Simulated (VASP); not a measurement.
Input of a VASP 6.6.1 run:

INCAR

```
PREC = Accurate ; ENCUT = 520
EDIFF = 1E-6 ; ISMEAR = -1
SIGMA = 0.08 ; LREAL = F
LASPH = T ; NELM = 60
ALGO = Normal ; ISIF = 2
LWAVE = F ; LCHARG = F
GGA = PE ; NBANDS = 11
```

KPOINTS

```
regular mesh
0
Gamma
  11 11 11
```

Contents of POSCAR:

```
Ca
1.0
    3.3428030580      0.0000000000      0.0000000000
    0.0000000000      3.3428030580      0.0000000000
    0.0000000000      0.0000000000      3.3428030580
Ca
1
Direct
    0.0000000000      0.0000000000      0.0000000000
```

Potentials or basis: VASP PAW PBE potentials, release 64 (Ca_sv).

Launch:

```console
$ cat potpaw_PBE.64/Ca_sv/POTCAR > POTCAR
$ mpirun -np 1 vasp_std > vasp.out
```

Question: Predict the band gap on the k mesh.

Answer: Zero (bands 5 and 6 overlap by 0.71 eV).

Question: Estimate the pressure.

Answer: 2.2 GPa.
